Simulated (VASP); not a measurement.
# Be2Cd2S (Pmmm) in VASP: a series of runs

Runs on Be2Cd2S. Level: PBE. Tasks: single point.

Everything below comes from runs of VASP 6.6.1. Logs are shortened: lines on timing, memory, paths and dates and some standing lists are left out, and cuts for length are marked.

### Step 1. The cell of the first run

It takes space group Pmmm (No. 47, orthorhombic). Conventional cell: a = 3.306 Å, b = 4.817 Å, c = 6.406 Å, α = 90.00°, β = 90.00°, γ = 90.00°. Be (site symmetry mm2) has 1 Be at 1.63 Å and 4 Cd at 2.19 Å within 2.2 Å. Cd (site symmetry m2m) has 4 Be at 2.19 Å and 2 Cd at 2.35 to 2.46 Å within 2.9 Å. Within 3.8 Å of S (site symmetry mmm) lie 4 Be at 2.90 Å and 2 S at 3.31 Å and 4 Cd at 3.41 Å.

### Step 2. Single point, PBE

The input, INCAR:

```
PREC     = Accurate       # precision mode
ENCUT    = 520            # plane-wave cutoff, eV
EDIFF    = 1E-7           # SCF threshold, eV
ISMEAR   = 0              # smearing method
SIGMA    = 0.1            # smearing width, eV
LREAL    = False          # projectors in reciprocal space
LASPH    = True           # aspherical terms in the spheres
NELM     = 100            # most SCF steps
ALGO     = Normal         # electronic algorithm
ISIF     = 2              # what is computed and relaxed
LWAVE    = False          # write WAVECAR
LCHARG   = False          # write CHGCAR
GGA      = PE             # functional
NBANDS   = 25             # bands
```

The input, KPOINTS:

```
regular mesh
0
Gamma
  6 4 4
```

The input, POSCAR:

```
Be2Cd2S
1.0
    3.3062641500      0.0000000000      0.0000000000
    0.0000000000      4.8168278600      0.0000000000
    0.0000000000      0.0000000000      6.4062963000
Be Cd S
2 2 1
Direct
    0.0000000000      0.0000000000      0.8724896700
    0.0000000000      0.0000000000      0.1275103300
    0.5000000000      0.7555807100      0.0000000000
    0.5000000000      0.2444192900      0.0000000000
    0.5000000000      0.0000000000      0.5000000000
```

Potentials or basis: VASP PAW PBE potentials, release 64 (Be, Cd, S).

Command:

```
cat potpaw_PBE.64/Be/POTCAR potpaw_PBE.64/Cd/POTCAR potpaw_PBE.64/S/POTCAR > POTCAR
mpirun -np 1 vasp_std > vasp.out
```

OUTCAR:

```text
PREC = Accurate
   ENCUT = 520
   EDIFF = 1E-7
   ISMEAR = 0
   LREAL = False
   LASPH = True
   NELM = 100
   ISIF = 2
   GGA = PE

 ion  position               nearest neighbor table
   1  0.000  0.000  0.872-   2 1.63   3 2.19   4 2.19   3 2.19   4 2.19
   2  0.000  0.000  0.128-   1 1.63   3 2.19   4 2.19   3 2.19   4 2.19
   3  0.500  0.756  0.000-   1 2.19   2 2.19   1 2.19   2 2.19   4 2.35   4 2.46
   4  0.500  0.244  0.000-   1 2.19   2 2.19   1 2.19   2 2.19   3 2.35   3 2.46
   5  0.500  0.000  0.500-

  LATTYP: Found a simple orthorhombic cell.
 ALAT       =     3.3062641500
 B/A-ratio  =     1.4568793180
 C/A-ratio  =     1.9376238586

  Lattice vectors:

 A1 = (   3.3062641500,   0.0000000000,   0.0000000000)
 A2 = (   0.0000000000,   4.8168278600,   0.0000000000)
 A3 = (   0.0000000000,   0.0000000000,   6.4062963000)

Analysis of symmetry for initial positions (statically):
=====================================================================
 Subroutine PRICEL returns:
 Original cell was already a primitive cell.

 Routine SETGRP: Setting up the symmetry group for a
 simple orthorhombic supercell.

 Subroutine GETGRP returns: Found  8 space group operations
 (whereof  8 operations were pure point group operations)
 out of a pool of  8 trial point group operations.

The static configuration has the point symmetry D_2h.

Analysis of symmetry for dynamics (positions and initial velocities):
=====================================================================
 Subroutine PRICEL returns:
 Original cell was already a primitive cell.

 Routine SETGRP: Setting up the symmetry group for a
 simple orthorhombic supercell.

 Subroutine GETGRP returns: Found  8 space group operations
 (whereof  8 operations were pure point group operations)
 out of a pool of  8 trial point group operations.

The dynamic configuration has the point symmetry D_2h.

 Subroutine INISYM returns: Found  8 space group operations
 (whereof  8 operations are pure point group operations),
 and found     1 'primitive' translations

----------------------------------------------------------------------------------------

                                     Primitive cell

  volume of cell :     102.0248

  direct lattice vectors                    reciprocal lattice vectors
     3.306264150  0.000000000  0.000000000     0.302456172  0.000000000  0.000000000
     0.000000000  4.816827860  0.000000000     0.000000000  0.207605509  0.000000000
     0.000000000  0.000000000  6.406296300     0.000000000  0.000000000  0.156096433

  length of vectors
     3.306264150  4.816827860  6.406296300     0.302456172  0.207605509  0.156096433

  position of ions in fractional coordinates (direct lattice)
     0.000000000  0.000000000  0.872489670
     0.000000000  0.000000000  0.127510330
     0.500000000  0.755580710  0.000000000
     0.500000000  0.244419290  0.000000000
     0.500000000  0.000000000  0.500000000

  ion indices of the primitive-cell ions
   primitive index   ion index
                 1           1
                 2           2
                 3           3
                 4           4
                 5           5

----------------------------------------------------------------------------------------

 KPOINTS: regular mesh

Automatic generation of k-mesh.
 Grid dimensions read from file:
 generate k-points for:    6    4    4

 Generating k-lattice:

  Cartesian coordinates                     Fractional coordinates (reciprocal lattice)
     0.050409362  0.000000000  0.000000000     0.166666667  0.000000000  0.000000000
     0.000000000  0.051901377  0.000000000     0.000000000  0.250000000  0.000000000
     0.000000000  0.000000000  0.039024108     0.000000000  0.000000000  0.250000000

  Length of vectors
     0.050409362  0.051901377  0.039024108

  Shift w.r.t. Gamma in fractional coordinates (k-lattice)
     0.000000000  0.000000000  0.000000000

 Subroutine IBZKPT returns following result:
 ===========================================

 Found     36 irreducible k-points:

 Following reciprocal coordinates:
            Coordinates               Weight
  0.000000  0.000000  0.000000      1.000000
  0.166667  0.000000  0.000000      2.000000
  0.333333  0.000000  0.000000      2.000000
  0.500000  0.000000  0.000000      1.000000
  0.000000  0.250000  0.000000      2.000000
  0.166667  0.250000  0.000000      4.000000
[... 16 lines left out ...]
  0.333333  0.500000  0.250000      4.000000
  0.500000  0.500000  0.250000      2.000000
 [... further k-points ...]
   k-points           NKPTS =     36   k-points in BZ     NKDIM =     36   number of bands    NBANDS=     25
   number of dos      NEDOS =    301   number of ions     NIONS =      5
   total plane-waves  NPLWV =  48384
   dimension x,y,z NGX =    28 NGY =   36 NGZ =   48
   dimension x,y,z NGXF=    56 NGYF=   72 NGZF=   96
   ions per type =               2   2   1
   NGX,Y,Z   is equivalent  to a cutoff of  14.08, 12.42, 12.46 a.u.
   NGXF,Y,Z  is equivalent  to a cutoff of  28.16, 24.85, 24.91 a.u.
 SYSTEM =  unknown system
   PREC   = accura    normal or accurate (medium, high low for compatibility)
   ISTART =      0    job   : 0-new  1-cont  2-samecut
   ICHARG =      2    charge: 1-file 2-atom 10-const
   ISPIN  =      1    spin polarized calculation?
   LNONCOLLINEAR =      F non collinear calculations
   LSORBIT =      F    spin-orbit coupling
   LASPH  =      T    aspherical Exc in radial PAW
   ENCUT  =  520.0 eV  38.22 Ry    6.18 a.u.   6.15  8.96 11.91*2*pi/ulx,y,z
   NELM   =    100;   NELMIN=  2; NELMDL= -5     # of ELM steps
   EDIFF  = 0.1E-06   stopping-criterion for ELM
   LREAL  =      F    real-space projection
   EDIFFG = 0.1E-05   stopping-criterion for IOM
   NSW    =      0    number of steps for IOM
   IBRION =     -1    ionic relax: 0-MD 1-quasi-New 2-CG
   NFREE  =      0    steps in history (QN), initial steepest desc. (CG)
   ISIF   =      2    stress and relaxation
   ISYM   =      2    0-nonsym 1-usesym 2-fastsym
   POTIM  = 0.5000    time-step for ionic-motion
   TEBEG  =    0.0;   TEEND  =   0.0 temperature during run
   PSTRESS=    0.0 pullay stress
   NELECT =      34.0000    total number of electrons
   NUPDOWN=      -1.0000    fix difference up-down
   EMIN   =  10.00;   EMAX   =-10.00  energy-range for DOS
   EFERMI =   0.00;   METHOD = LEGACY
   ISMEAR =     0;   SIGMA  =   0.10  broadening in eV -4-tet -1-fermi 0-gaus
   EFERMI_NEDOS =   21; number of points for ismear=-14 and -15
   IALGO  =     38    algorithm
   IMIX   =      4    mixing-type and parameters
     AMIX     =   0.40;   BMIX     =  1.00
     AMIX_MAG =   1.60;   BMIX_MAG =  1.00
  volume/ion in A,a.u.               =      20.40       137.70
  Fermi-wavevector in a.u.,A,eV,Ry     =   1.135009  2.144856 17.527638  1.288245
  Thomas-Fermi vector in A             =   2.271713
   LORBIT       =      0    0 simple, 1 ext, 2 COOP (PROOUT), +10 PAW based schemes
   GGA     = PE    functional components
   LHFCALC =     F    Hartree Fock is set to
   AEXX    =    0.0000 exact exchange contribution
   IVDW    =     0    specifies the selected vdW correction
   LEPSILON=     F    determine dielectric tensor
   LRPA    =     F    only Hartree local field effects (RPA)
 non-spin polarized calculation
 Gauss-broadening in eV      SIGMA  =   0.10
  energy-cutoff  :      520.00
  volume of cell :      102.02
 maximum number of plane-waves:      2776
 NGX is ok and might be reduce to    28
   NGX = 13   NGY = 17   NGZ = 23

 number of electron      34.0000009 magnetization

 Free energy of the ion-electron system (eV)
  ---------------------------------------------------
  ext. energy  EPLUGINS =         0.00000000
  ---------------------------------------------------
  free energy    TOTEN  =        -4.87865121 eV

  energy without entropy =       -4.87287285  energy(sigma->0) =       -4.87576203

 E-fermi :   1.7826     XC(G=0):  -8.9162

 val. band max:        1.7529766992   @ k =   0.5000   0.2500   0.0000
 cond. band min:       1.8658144138   @ k =   0.1667   0.5000   0.5000
 fundamental gap:      0.1128377146
 Fermi energy:         1.7825898629

 k-point     1 :       0.0000    0.0000    0.0000
  band No.  band energies     occupation
      1     -10.5626      2.00000
      2     -10.0426      2.00000
      3      -9.6277      2.00000
      4      -9.3095      2.00000
      5      -9.2614      2.00000
      6      -8.3821      2.00000
[... 17 lines left out ...]
     24       8.8732      0.00000
     25       9.4309      0.00000

 k-point     2 :       0.1667    0.0000    0.0000
  band No.  band energies     occupation
      1     -10.5416      2.00000
      2      -9.9017      2.00000
      3      -9.8366      2.00000
      4      -9.2643      2.00000
      5      -8.8760      2.00000
      6      -8.2860      2.00000
[... 17 lines left out ...]
     24       9.4511      0.00000
     25      10.3321      0.00000

 k-point     3 :       0.3333    0.0000    0.0000
  band No.  band energies     occupation
      1     -10.5079      2.00000
      2     -10.1311      2.00000
      3      -9.4946      2.00000
      4      -9.2703      2.00000
      5      -8.4407      2.00000
      6      -8.1541      2.00000
[... 17 lines left out ...]
     24       9.0345      0.00000
     25       9.1714      0.00000

 k-point     4 :       0.5000    0.0000    0.0000
  band No.  band energies     occupation
      1     -10.4908      2.00000
      2     -10.2432      2.00000
      3      -9.2783      2.00000
      4      -9.2733      2.00000
      5      -8.5136      2.00000
      6      -8.0748      2.00000
[... 17 lines left out ...]
     24       8.3105      0.00000
     25       8.5665      0.00000
[... 477 lines left out ...]
 k-point    22 :       0.1667    0.5000    0.2500
  band No.  band energies     occupation
      1      -9.8502      2.00000
      2      -9.4706      2.00000
      3      -8.9800      2.00000
      4      -8.5543      2.00000
      5      -8.5381      2.00000
      6      -8.5317      2.00000
[... 17 lines left out ...]
     24       9.2640      0.00000
     25      10.7843      0.00000

 k-point    23 :       0.3333    0.5000    0.2500
  band No.  band energies     occupation
      1      -9.6942      2.00000
      2      -9.4835      2.00000
      3      -8.9580      2.00000
      4      -8.5481      2.00000
      5      -8.2921      2.00000
      6      -8.2248      2.00000
[... 17 lines left out ...]
     24       9.3981      0.00000
     25       9.9100      0.00000

 k-point    24 :       0.5000    0.5000    0.2500
  band No.  band energies     occupation
      1      -9.7690      2.00000
      2      -9.2883      2.00000
      3      -8.9472      2.00000
      4      -8.5379      2.00000
      5      -8.3585      2.00000
      6      -8.2751      2.00000
[... 17 lines left out ...]
     24       9.2256      0.00000
     25      10.5215      0.00000

 [... further k-points ...]
[... 5 lines left out ...]
  --------------------------------------------------------------------------------------
  -------------------------------------------------------------------------------------
  Total       16.2697643     28.1062867      3.4986532     -0.0000000      0.0000000      0.0000000
  in kB      255.4972019    441.3756384     54.9421659     -0.0000000      0.0000000      0.0000000
  external PRESSURE =     250.6050021 kB  Pullay stress =       0.0000000 kB

 VOLUME and BASIS-vectors are now :
 -----------------------------------------------------------------------------
  energy-cutoff  :      520.00
  volume of cell :      102.02
      direct lattice vectors                 reciprocal lattice vectors
     3.306264150  0.000000000  0.000000000     0.302456172  0.000000000  0.000000000
     0.000000000  4.816827860  0.000000000     0.000000000  0.207605509  0.000000000
     0.000000000  0.000000000  6.406296300     0.000000000  0.000000000  0.156096433

 POSITION                                       TOTAL-FORCE (eV/Angst)
 -----------------------------------------------------------------------------------
      0.00000      0.00000      5.58943         0.000000     -0.000000     -7.999399
      0.00000      0.00000      0.81687        -0.000000      0.000000      7.999399
      1.65313      3.63950      0.00000         0.000000     -5.898379      0.000000
      1.65313      1.17733      0.00000         0.000000      5.898379      0.000000
      1.65313      0.00000      3.20315         0.000000      0.000000      0.000000
 -----------------------------------------------------------------------------------
    total drift:                                0.000000      0.000000     -0.000000

  FREE ENERGIE OF THE ION-ELECTRON SYSTEM (eV)
  ---------------------------------------------------
  free  energy   TOTEN  =        -4.8786512096 eV

  energy  without entropy=       -4.8728728523  energy(sigma->0) =       -4.87576203
```

Run time: 36 s. Hardware: 1 thread of Intel Xeon 6975P-C (Granite Rapids), shared host; peak memory 0.25 GiB.

What came out:

| Property | Result |
| --- | --- |
| Free energy | -4.8787 eV |
| Pressure | 25.1 GPa |
| Largest force | 7.999 eV/Å |
| Band gap on the k mesh | zero (band 17 reaches 2.55 eV, above the bottom of band 18 at 1.12 eV) |

Forces on the atoms (eV/Å):
```
Be   0.000  0.000 -7.999
Be   0.000  0.000  7.999
Cd   0.000 -5.898  0.000
Cd   0.000  5.898  0.000
S    0.000  0.000  0.000
```

Levels at points of the mesh, in eV from the Fermi level:
```csv
k point,band 13,band 14,band 15,band 16,band 17,band 18,band 19,band 20,band 21,band 22
"(0.00, 0.00, 0.00)",-4.44,-1.93,-1.87,-0.27,0.22,1.39,1.73,2.26,2.36,5.68
"(0.50, 0.00, 0.00)",-5.43,-3.13,-2.81,-1.27,-0.44,0.49,1.20,2.68,3.57,4.82
"(0.00, 0.50, 0.00)",-5.84,-3.93,-1.27,0.23,0.38,2.03,2.46,2.48,4.43,7.05
"(0.50, 0.50, 0.00)",-4.17,-2.94,-2.85,-2.43,-2.34,-0.24,1.39,3.75,3.92,4.11
"(0.00, 0.00, 0.50)",-2.45,-1.94,-1.79,-1.39,-1.34,0.52,1.23,3.30,4.80,5.01
"(0.50, 0.00, 0.50)",-5.35,-3.31,-1.25,-0.73,-0.45,0.22,0.55,1.57,3.46,4.27
"(0.00, 0.50, 0.50)",-5.75,-2.41,-2.15,-0.79,0.53,1.65,2.10,4.26,4.43,7.15
"(0.50, 0.50, 0.50)",-3.95,-3.24,-2.83,-2.07,-0.90,-0.66,1.41,1.75,3.73,4.06
```

Caveat: forces of over 1 eV/Å act on the atoms, so gaps and moduli don't describe the material at rest.

### Step 3. Single point, PBE

This run uses another cell than the first one, of 21.94 Å³/atom, 1.075 times its volume.

The input, INCAR:

```
SYSTEM = Be2Cd2S
  ALGO = Normal
  EDIFF = 1E-6
  ENCUT = 520
  GGA = PE
  ISIF = 2
  ISMEAR = 0
  LASPH = .TRUE.
  LCHARG = .FALSE.
  LREAL = .FALSE.
  LWAVE = .FALSE.
  NBANDS = 25
  NELM = 60
  PREC = Accurate
  SIGMA = 0.1
```

The input, KPOINTS:

```
k-points
0
G
  6 4 4
  0 0 0
```

The input, POSCAR:

```
Be2Cd2S
1.0
    3.1515276653      0.0000000000      0.0000000000
    0.0000000000      7.0523559626      0.0000000000
    0.0000000000      0.0000000000      4.9355000058
Be Cd S
2 2 1
Direct
    0.0000000000      0.0000000000      0.7885630214
    0.0000000000      0.0000000000      0.2114369786
    0.5000000000      0.6969876523      0.0000000000
    0.5000000000      0.3030123477      0.0000000000
    0.5000000000      0.0000000000      0.5000000000
```

Potentials or basis: VASP PAW PBE potentials, release 64 (Be, Cd, S).

Command:

```
cat potpaw_PBE.64/Be/POTCAR potpaw_PBE.64/Cd/POTCAR potpaw_PBE.64/S/POTCAR > POTCAR
mpirun -np 1 vasp_std > vasp.out
```

It took 36 s on 1 thread of Intel Xeon 6975P-C (Granite Rapids), shared host; peak memory 0.27 GiB.

The run converged. Its results:

* Free energy: -12.6301 eV
* Pressure: 0.1 GPa
* Largest force: 0.023 eV/Å
* Band gap on the k mesh: zero (band 17 reaches 3.25 eV, above the bottom of band 18 at 1.72 eV)

Forces in eV/Å, atoms in the order of the input:
```
Be   0.000  0.000 -0.023
Be   0.000  0.000  0.023
Cd   0.000  0.015  0.000
Cd   0.000 -0.015  0.000
S    0.000  0.000  0.000
```

Stress tensor (GPa, compression positive):
```
0.11 0.00 0.00
0.00 0.26 0.00
0.00 0.00 0.08
```

Levels at points of the mesh, in eV from the Fermi level:
| k point | band 15 | band 16 | band 17 | band 18 | band 19 | band 20 |
| --- | --- | --- | --- | --- | --- | --- |
| (0.00, 0.00, 0.00) | -3.40 | -3.38 | -1.41 | 0.95 | 2.25 | 2.95 |
| (0.50, 0.00, 0.00) | -2.89 | -2.16 | -1.19 | -0.04 | 0.68 | 1.45 |
| (0.00, 0.50, 0.00) | -3.39 | -3.38 | 0.23 | 0.52 | 0.58 | 3.14 |
| (0.50, 0.50, 0.00) | -2.47 | -1.99 | -1.75 | -0.74 | 0.68 | 3.20 |
| (0.00, 0.00, 0.50) | -4.08 | -3.26 | -2.00 | -0.50 | 2.93 | 3.10 |
| (0.50, 0.00, 0.50) | -3.33 | -0.77 | -0.38 | 0.51 | 1.44 | 1.80 |
| (0.00, 0.50, 0.50) | -3.26 | -2.82 | -0.66 | 0.94 | 1.16 | 1.28 |
| (0.50, 0.50, 0.50) | -3.13 | -1.37 | -1.29 | 1.29 | 1.35 | 2.49 |
